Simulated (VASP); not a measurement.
A run of VASP 6.6.1:

File INCAR:

```
SYSTEM = ZnSe
ALGO = Normal
EDIFF = 1E-6
ENCUT = 500
GGA = PE
GGA_COMPAT = .FALSE.
ISIF = 2
ISMEAR = 0
LASPH = .TRUE.
LCHARG = .TRUE.
LELF = .TRUE.
LREAL = .FALSE.
LVHAR = .TRUE.
LWAVE = .FALSE.
NBANDS = 86
NELM = 120
PREC = Accurate
SIGMA = 0.05
```

The input KPOINTS:

```
k-points
0
G
  2 2 2
  0 0 0
```

File POSCAR:

```
ZnSe
1.0
    0.0000000000      5.6676000000      5.6676000000
    5.6676000000      0.0000000000      5.6676000000
    5.6676000000      5.6676000000      0.0000000000
Zn Se
8 8
Direct
    0.0000000000      0.0000000000      0.0000000000
    0.0000000000      0.0000000000      0.5000000000
    0.0000000000      0.5000000000      0.0000000000
    0.0000000000      0.5000000000      0.5000000000
    0.5000000000      0.0000000000      0.0000000000
    0.5000000000      0.0000000000      0.5000000000
    0.5000000000      0.5000000000      0.0000000000
    0.5000000000      0.5000000000      0.5000000000
    0.1250000000      0.1250000000      0.1250000000
    0.1250000000      0.1250000000      0.6250000000
    0.1250000000      0.6250000000      0.1250000000
    0.1250000000      0.6250000000      0.6250000000
    0.6250000000      0.1250000000      0.1250000000
    0.6250000000      0.1250000000      0.6250000000
    0.6250000000      0.6250000000      0.1250000000
    0.6250000000      0.6250000000      0.6250000000
```

Potentials or basis: VASP PAW PBE potentials, release 64 (Zn, Se).

Run with:

```bash
$ cat potpaw_PBE.64/Zn/POTCAR potpaw_PBE.64/Se/POTCAR > POTCAR
$ mpirun -np 1 vasp_std > vasp.out
```

Hardware: 1 thread of Intel(R) Xeon(R) 6975P-C (Granite Rapids), on a shared host.

How long does it take, and how much memory?

It took 90 s on 1 thread of Intel(R) Xeon(R) 6975P-C (Granite Rapids), on a shared host, peak memory 0.49 GiB. Counts: scf iterations 15, k points 3.
